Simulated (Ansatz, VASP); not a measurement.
**LaSi2OsRu2: VASP beside Ansatz**

```
La Os Si Ru
1.0
     4.71047    0.00000    0.00000
     0.00000    4.71047    0.00000
     0.00000    0.00000    5.51028
La Os Si Ru
1 1 2 2
Direct
  0.00000 0.00000 0.50000
  0.00000 0.00000 0.00000
  0.50000 0.50000 0.23981
  0.50000 0.50000 0.76019
  0.00000 0.50000 0.00000
  0.50000 0.00000 0.00000
```

Alike in both runs: functional PBE; k mesh 4 × 4 × 3; occupations gaussian, width 0.024 eV; no spin polarisation.

Ansatz relaxed the structure, and its values are those at the end. VASP's run is a single point on that final structure, the one shown.

```csv
,VASP,Ansatz
version,VASP 6.6.1,Ansatz 0.2.0
potentials or method,"VASP PAW PBE potentials, release 64 (La, Os_sv_GW, Si, Ru_sv), cutoff 560 eV",PAW plane waves
valence electrons in the cell,67,67
```

|  | VASP | Ansatz | Ansatz less VASP |
| --- | --- | --- | --- |
| gap on the k mesh at the Fermi level (eV) | none | none | - |
| pressure (GPa) | -0.3 | 0.0 | +0.25 |

A gap of «none» marks a metal or a gap that the smearing closes.

The k mesh is coarse, so the values compare programs but aren't converged. Neither program's run includes spin-orbit coupling.
